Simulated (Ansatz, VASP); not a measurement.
**Ca: VASP beside Ansatz**

```
CELL_PARAMETERS angstrom
3.90540 0.00000 0.00000
-1.95270 3.38218 0.00000
0.00000 0.00000 6.41631
ATOMIC_POSITIONS crystal
Ca 0.33333 0.66667 0.25000
Ca 0.66667 0.33333 0.75000
```

Alike in both runs: functional PBE; k mesh 12 × 12 × 8; occupations gaussian, width 0.1 eV; no spin polarisation.

Ansatz relaxed the structure, and its values are those at the end. VASP's run is a single point on that final structure, the one shown.

|  | VASP | Ansatz |
| --- | --- | --- |
| version | VASP 6.6.1 | Ansatz 0.2.0 |
| potentials or method | VASP PAW PBE potentials, release 64 (Ca_sv), cutoff 520 eV | scalar-relativistic, plane waves, PAW |
| valence electrons in the cell | 20 | 20 |

|  | VASP | Ansatz | Ansatz less VASP |
| --- | --- | --- | --- |
| gap on the k mesh at the Fermi level (eV) | none | none | - |
| pressure (GPa) | 0.0 | 0.0 | -0.01 |

A gap of «none» marks a metal or a gap that the smearing closes.
